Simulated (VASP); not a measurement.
# YSe2 (Fm-3m) in VASP: settings compared

Aim: see how the results for YSe2 move with the level of theory and the settings. Levels: PBEsol, LDA. Tasks: single point.

All numbers are computed with VASP 6.6.1; they aren't measurements. Logs are shortened: lines on timing, memory, paths and dates and some standing lists are left out, and cuts for length are marked.

**1. The cell of the first run**

Symmetry: Fm-3m, No. 225, cubic system. The conventional cell has a = 6.859 Å, b = 6.859 Å, c = 6.859 Å, α = 90.00°, β = 90.00°, γ = 90.00°. Within 3.9 Å of Y (site symmetry m-3m) lie 8 Se at 2.97 Å. Within 3.9 Å of Se (site symmetry -43m) lie 4 Y at 2.97 Å and 6 Se at 3.43 Å.

**2. Single point, PBEsol**

Contents of INCAR:

```
ALGO = Normal ; EDIFF = 1E-6
ENCUT = 520 ; GGA = PS
ISIF = 2 ; ISMEAR = 0
LASPH = T ; LCHARG = T
LELF = T ; LREAL = F
LVHAR = T ; LWAVE = F
NBANDS = 18 ; NELM = 60
PREC = Accurate ; SIGMA = 0.05
```

Contents of KPOINTS:

```
k-points
0
Gamma
  8 8 8
```

Contents of POSCAR:

```
YSe2
1.0
    0.0000000000      3.4294106005      3.4294106005
    3.4294106005      0.0000000000      3.4294106005
    3.4294106005      3.4294106005      0.0000000000
Y Se
1 2
Direct
    0.0000000000      0.0000000000      0.0000000000
    0.2500000000      0.2500000000      0.2500000000
    0.7500000000      0.7500000000      0.7500000000
```

Potentials or basis: VASP PAW PBE potentials, release 64 (Y_sv, Se).

Started as:

```console
$ cat potpaw_PBE.64/Y_sv/POTCAR potpaw_PBE.64/Se/POTCAR > POTCAR
$ mpirun -np 1 vasp_std > vasp.out
```

OUTCAR:

```text
EDIFF = 1E-6
   ENCUT = 520
   GGA = PS
   ISIF = 2
   ISMEAR = 0
   LASPH = T
   LREAL = F
   NELM = 60
   PREC = Accurate

 ion  position               nearest neighbor table
   1  0.000  0.000  0.000-   3 2.97   3 2.97   3 2.97   2 2.97   3 2.97   2 2.97   2 2.97   2 2.97

   2  0.250  0.250  0.250-   1 2.97   1 2.97   1 2.97   1 2.97
   3  0.750  0.750  0.750-   1 2.97   1 2.97   1 2.97   1 2.97

  LATTYP: Found a face centered cubic cell.
 ALAT       =     6.8588212010

  Lattice vectors:

 A1 = (   0.0000000000,   3.4294106005,   3.4294106005)
 A2 = (   3.4294106005,   0.0000000000,   3.4294106005)
 A3 = (   3.4294106005,   3.4294106005,   0.0000000000)

Analysis of symmetry for initial positions (statically):
=====================================================================
 Subroutine PRICEL returns:
 Original cell was already a primitive cell.

 Routine SETGRP: Setting up the symmetry group for a
 face centered cubic supercell.

 Subroutine GETGRP returns: Found 48 space group operations
 (whereof 48 operations were pure point group operations)
 out of a pool of 48 trial point group operations.

The static configuration has the point symmetry O_h .

Analysis of symmetry for dynamics (positions and initial velocities):
=====================================================================
 Subroutine PRICEL returns:
 Original cell was already a primitive cell.

 Routine SETGRP: Setting up the symmetry group for a
 face centered cubic supercell.

 Subroutine GETGRP returns: Found 48 space group operations
 (whereof 48 operations were pure point group operations)
 out of a pool of 48 trial point group operations.

The dynamic configuration has the point symmetry O_h .

 Subroutine INISYM returns: Found 48 space group operations
 (whereof 48 operations are pure point group operations),
 and found     1 'primitive' translations

----------------------------------------------------------------------------------------

                                     Primitive cell

  volume of cell :      80.6656

  direct lattice vectors                    reciprocal lattice vectors
     0.000000000  3.429410600  3.429410600    -0.145797648  0.145797648  0.145797648
     3.429410600  0.000000000  3.429410600     0.145797648 -0.145797648  0.145797648
     3.429410600  3.429410600  0.000000000     0.145797648  0.145797648 -0.145797648

  length of vectors
     4.849918982  4.849918982  4.849918982     0.252528934  0.252528934  0.252528934

  position of ions in fractional coordinates (direct lattice)
     0.000000000  0.000000000  0.000000000
     0.250000000  0.250000000  0.250000000
     0.750000000  0.750000000  0.750000000

  ion indices of the primitive-cell ions
   primitive index   ion index
                 1           1
                 2           2
                 3           3

----------------------------------------------------------------------------------------

 KPOINTS: k-points

Automatic generation of k-mesh.
 Grid dimensions read from file:
 generate k-points for:    8    8    8

 Generating k-lattice:

  Cartesian coordinates                     Fractional coordinates (reciprocal lattice)
    -0.018224706  0.018224706  0.018224706     0.125000000  0.000000000  0.000000000
     0.018224706 -0.018224706  0.018224706     0.000000000  0.125000000  0.000000000
     0.018224706  0.018224706 -0.018224706     0.000000000  0.000000000  0.125000000

  Length of vectors
     0.031566117  0.031566117  0.031566117

  Shift w.r.t. Gamma in fractional coordinates (k-lattice)
     0.000000000  0.000000000  0.000000000

 Subroutine IBZKPT returns following result:
 ===========================================

 Found     29 irreducible k-points:

 Following reciprocal coordinates:
            Coordinates               Weight
  0.000000  0.000000  0.000000      1.000000
  0.125000  0.000000  0.000000      8.000000
  0.250000  0.000000  0.000000      8.000000
  0.375000  0.000000  0.000000      8.000000
  0.500000  0.000000  0.000000      4.000000
  0.125000  0.125000  0.000000      6.000000
[... 16 lines left out ...]
  0.500000  0.250000  0.125000     48.000000
 -0.375000  0.250000  0.125000     24.000000
 [... further k-points ...]
   k-points           NKPTS =     29   k-points in BZ     NKDIM =     29   number of bands    NBANDS=     18
   number of dos      NEDOS =    301   number of ions     NIONS =      3
   total plane-waves  NPLWV =  46656
   dimension x,y,z NGX =    36 NGY =   36 NGZ =   36
   dimension x,y,z NGXF=    72 NGYF=   72 NGZF=   72
   ions per type =               1   2
   NGX,Y,Z   is equivalent  to a cutoff of  12.34, 12.34, 12.34 a.u.
   NGXF,Y,Z  is equivalent  to a cutoff of  24.68, 24.68, 24.68 a.u.
 SYSTEM =  unknown system
   PREC   = accura    normal or accurate (medium, high low for compatibility)
   ISTART =      0    job   : 0-new  1-cont  2-samecut
   ICHARG =      2    charge: 1-file 2-atom 10-const
   ISPIN  =      1    spin polarized calculation?
   LNONCOLLINEAR =      F non collinear calculations
   LSORBIT =      F    spin-orbit coupling
   LASPH  =      T    aspherical Exc in radial PAW
   ENCUT  =  520.0 eV  38.22 Ry    6.18 a.u.   9.02  9.02  9.02*2*pi/ulx,y,z
   NELM   =     60;   NELMIN=  2; NELMDL= -5     # of ELM steps
   EDIFF  = 0.1E-05   stopping-criterion for ELM
   LREAL  =      F    real-space projection
   EDIFFG = 0.1E-04   stopping-criterion for IOM
   NSW    =      0    number of steps for IOM
   IBRION =     -1    ionic relax: 0-MD 1-quasi-New 2-CG
   NFREE  =      0    steps in history (QN), initial steepest desc. (CG)
   ISIF   =      2    stress and relaxation
   ISYM   =      2    0-nonsym 1-usesym 2-fastsym
   POTIM  = 0.5000    time-step for ionic-motion
   TEBEG  =    0.0;   TEEND  =   0.0 temperature during run
   PSTRESS=    0.0 pullay stress
   NELECT =      23.0000    total number of electrons
   NUPDOWN=      -1.0000    fix difference up-down
   EMIN   =  10.00;   EMAX   =-10.00  energy-range for DOS
   EFERMI =   0.00;   METHOD = LEGACY
   ISMEAR =     0;   SIGMA  =   0.05  broadening in eV -4-tet -1-fermi 0-gaus
   EFERMI_NEDOS =   21; number of points for ismear=-14 and -15
   IALGO  =     38    algorithm
   IMIX   =      4    mixing-type and parameters
     AMIX     =   0.40;   BMIX     =  1.00
     AMIX_MAG =   1.60;   BMIX_MAG =  1.00
  volume/ion in A,a.u.               =      26.89       181.45
  Fermi-wavevector in a.u.,A,eV,Ry     =   1.077510  2.036199 15.796741  1.161028
  Thomas-Fermi vector in A             =   2.213424
   LORBIT       =      0    0 simple, 1 ext, 2 COOP (PROOUT), +10 PAW based schemes
   GGA     = PS    functional components
   LHFCALC =     F    Hartree Fock is set to
   AEXX    =    0.0000 exact exchange contribution
   IVDW    =     0    specifies the selected vdW correction
   LEPSILON=     F    determine dielectric tensor
   LRPA    =     F    only Hartree local field effects (RPA)
 non-spin polarized calculation
 Gauss-broadening in eV      SIGMA  =   0.05
  energy-cutoff  :      520.00
  volume of cell :       80.67
 maximum number of plane-waves:      2200
   NGX = 17   NGY = 17   NGZ = 17

 number of electron      23.0000003 magnetization

 Free energy of the ion-electron system (eV)
  ---------------------------------------------------
  ext. energy  EPLUGINS =         0.00000000
  ---------------------------------------------------
  free energy    TOTEN  =       -18.54772933 eV

  energy without entropy =      -18.54716415  energy(sigma->0) =      -18.54744674

 E-fermi :   2.5499     XC(G=0):  -9.4568

 val. band max:        2.4554222794   @ k =  -0.2500   0.1250   0.0000
 cond. band min:       2.5739279022   @ k =   0.3750   0.3750   0.0000
 fundamental gap:      0.1185056228
 Fermi energy:         2.5498679674

 k-point     1 :       0.0000    0.0000    0.0000
  band No.  band energies     occupation
      1     -39.6327      2.00000
      2     -19.6251      2.00000
      3     -19.6251      2.00000
      4     -19.6251      2.00000
      5     -10.3648      2.00000
      6      -8.2306      2.00000
[... 10 lines left out ...]
     17       8.3577      0.00000
     18       8.3577      0.00000

 k-point     2 :       0.1250    0.0000    0.0000
  band No.  band energies     occupation
      1     -39.6325      2.00000
      2     -19.6339      2.00000
      3     -19.6261      2.00000
      4     -19.6261      2.00000
      5     -10.2706      2.00000
      6      -8.3370      2.00000
[... 10 lines left out ...]
     17       8.1342      0.00000
     18       8.1342      0.00000

 k-point     3 :       0.2500    0.0000    0.0000
  band No.  band energies     occupation
      1     -39.6319      2.00000
      2     -19.6549      2.00000
      3     -19.6286      2.00000
      4     -19.6286      2.00000
      5     -10.0170      2.00000
      6      -8.5992      2.00000
[... 10 lines left out ...]
     17       8.0927      0.00000
     18       8.7893      0.00000

 k-point     4 :       0.3750    0.0000    0.0000
  band No.  band energies     occupation
      1     -39.6314      2.00000
      2     -19.6756      2.00000
      3     -19.6311      2.00000
      4     -19.6311      2.00000
      5      -9.6822      2.00000
      6      -8.9152      2.00000
[... 375 lines left out ...]
      4     -19.6316      2.00000
      5      -9.8211      2.00000
      6      -8.7525      2.00000
[... 10 lines left out ...]
     17       8.3499      0.00000
     18       9.1033      0.00000

 k-point    23 :       0.5000    0.2500    0.1250
  band No.  band energies     occupation
      1     -39.6311      2.00000
      2     -19.6719      2.00000
      3     -19.6457      2.00000
      4     -19.6343      2.00000
      5      -9.5380      2.00000
      6      -8.9833      2.00000
[... 10 lines left out ...]
     17       8.0425      0.00000
     18       9.4718      0.00000

 k-point    24 :      -0.3750    0.2500    0.1250
  band No.  band energies     occupation
      1     -39.6309      2.00000
      2     -19.6759      2.00000
      3     -19.6488      2.00000
      4     -19.6356      2.00000
      5      -9.3196      2.00000
      6      -9.1739      2.00000
[... 10 lines left out ...]
     17       7.9910      0.00000
     18       9.6687      0.00000

 [... further k-points ...]
[... 5 lines left out ...]
  --------------------------------------------------------------------------------------
  -------------------------------------------------------------------------------------
  Total       -1.3566625     -1.3566625     -1.3566625      0.0000000      0.0000000      0.0000000
  in kB      -26.9459774    -26.9459774    -26.9459774      0.0000000      0.0000000      0.0000000
  external PRESSURE =     -26.9459774 kB  Pullay stress =       0.0000000 kB

 VOLUME and BASIS-vectors are now :
 -----------------------------------------------------------------------------
  energy-cutoff  :      520.00
  volume of cell :       80.67
      direct lattice vectors                 reciprocal lattice vectors
     0.000000000  3.429410600  3.429410600    -0.145797648  0.145797648  0.145797648
     3.429410600  0.000000000  3.429410600     0.145797648 -0.145797648  0.145797648
     3.429410600  3.429410600  0.000000000     0.145797648  0.145797648 -0.145797648

 POSITION                                       TOTAL-FORCE (eV/Angst)
 -----------------------------------------------------------------------------------
      0.00000      0.00000      0.00000         0.000000     -0.000000      0.000000
      1.71471      1.71471      1.71471         0.000000      0.000000      0.000000
      5.14412      5.14412      5.14412        -0.000000     -0.000000     -0.000000
 -----------------------------------------------------------------------------------
    total drift:                               -0.000000      0.000000      0.000000

  FREE ENERGIE OF THE ION-ELECTRON SYSTEM (eV)
  ---------------------------------------------------
  free  energy   TOTEN  =       -18.5477293262 eV

  energy  without entropy=      -18.5471641540  energy(sigma->0) =      -18.54744674
```

It took 18 s on 1 thread of Intel Xeon 6975P-C (Granite Rapids), shared host; peak memory 0.23 GiB.

Results:

| Item | Value |
| --- | --- |
| Free energy | -18.5477 eV |
| Pressure | -2.7 GPa |
| Band gap on the k mesh | zero (an odd number of electrons rules out a gap without spin polarisation) |

Levels at points of the mesh, in eV from the Fermi level:
| k point | band 7 | band 8 | band 9 | band 10 | band 11 | band 12 | band 13 | band 14 | band 15 | band 16 |
| --- | --- | --- | --- | --- | --- | --- | --- | --- | --- | --- |
| (0.00, 0.00, 0.00) | -3.30 | -3.30 | -3.30 | 0.18 | 0.18 | 0.18 | 2.31 | 2.31 | 4.24 | 5.81 |
| (0.50, 0.00, 0.00) | -2.53 | -2.53 | -2.20 | -1.81 | -1.42 | -1.42 | 2.83 | 2.83 | 4.00 | 6.03 |
| (0.50, 0.50, 0.00) | -4.47 | -2.93 | -2.93 | -0.33 | -0.33 | 1.12 | 1.98 | 3.40 | 3.97 | 4.98 |

Caveat: the PAW data sets were made with another functional, which shifts forces and pressure a little.

(Continued in part 2 of 2.)
